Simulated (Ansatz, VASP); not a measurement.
Two plane-wave programs on CaO

POSCAR

```
CaO
1.0
    2.9032089648      0.0000000000      0.0000000000
    0.0000000000      2.9032089648      0.0000000000
    0.0000000000      0.0000000000      2.9032089648
Ca O
1 1
Direct
    0.0000000000      0.0000000000      0.0000000000
    0.5000000000      0.5000000000      0.5000000000
```

INCAR.step1

```
SYSTEM = CaO
PREC     = Accurate       ! precision mode
ENCUT    = 520            ! plane-wave cutoff, eV
EDIFF    = 1E-5           ! SCF threshold, eV
ISMEAR   = 0              ! smearing method
SIGMA    = 0.01           ! smearing width, eV
LREAL    = .False.        ! projectors in reciprocal space
LASPH    = .True.         ! aspherical terms in the spheres
NELM     = 100            ! most SCF steps
ALGO     = Normal         ! electronic algorithm
ISIF     = 2              ! what is computed and relaxed
LWAVE    = .True.         ! write WAVECAR
LCHARG   = .False.        ! write CHGCAR
GGA      = PE             ! functional
NBANDS   = 15             ! bands
```

The input INCAR.step2:

```
SYSTEM = CaO
PREC     = Accurate       ! precision mode
ENCUT    = 520            ! plane-wave cutoff, eV
EDIFF    = 1E-6           ! SCF threshold, eV
ISMEAR   = 0              ! smearing method
SIGMA    = 0.01           ! smearing width, eV
LREAL    = .False.        ! projectors in reciprocal space
LASPH    = .True.         ! aspherical terms in the spheres
NELM     = 100            ! most SCF steps
ALGO     = Normal         ! electronic algorithm
ISIF     = 2              ! what is computed and relaxed
LWAVE    = .False.        ! write WAVECAR
LCHARG   = .False.        ! write CHGCAR
GGA      = PE             ! functional
LHFCALC  = .True.         ! exact exchange
AEXX     = 0.35           ! exact-exchange fraction
HFSCREEN = 0.1            ! screening, 1/A
PRECFOCK = Normal       
ISTART   = 1            
NBANDS   = 15             ! bands
```

Contents of KPOINTS:

```
Automatic mesh
0
Gamma
  4 4 4
  0 0 0
```

Input for Ansatz:

```yaml
crystal:
  lattice:
    - [2.9032089648, 0.0, 0.0]
    - [0.0, 2.9032089648, 0.0]
    - [0.0, 0.0, 2.9032089648]
  atoms:
    - { symbol: Ca, position: [0.0, 0.0, 0.0] }
    - { symbol: O, position: [0.5, 0.5, 0.5] }
kpoints:
  mp_grid: { grid: [4, 4, 4] }
hamiltonian:
  xc: { exchange: pbe, correlation: pbe, exx: { coeff: 0.35, omega: 0.1 } }
scf:
  occupations: { method: fixed }
  n_extra_bands: 4
output:
  forces: true
  stress: true
  eigenvalues: true
```

Alike in both runs: task single point; functional PBE-based screened hybrid with a share of 0.35 of exact exchange and HFSCREEN = 0.1; k mesh 4 × 4 × 4; no spin polarisation.

```csv
,VASP,Ansatz
version,VASP 6.6.1,Ansatz 0.2.0
potentials or method,"VASP PAW PBE potentials, release 64 (Ca_sv, O)",plane waves
plane-wave cutoff (eV),520,420
occupations,"gaussian, width 0.01 eV",fixed
valence electrons in the cell,16,16
```

|  | VASP | Ansatz | Ansatz less VASP |
| --- | --- | --- | --- |
| gap on the k mesh at the Fermi level (eV) | 5.74 | 5.71 | -0.028 |
| pressure (GPa) | -0.2 | -0.9 | -0.61 |

VASP's potentials were made for PBE, not for PBE-based screened hybrid. Ansatz's warnings: stress exchange threshold loose, stress scf threshold loose.

The k mesh is coarse, so the values compare programs but aren't converged.
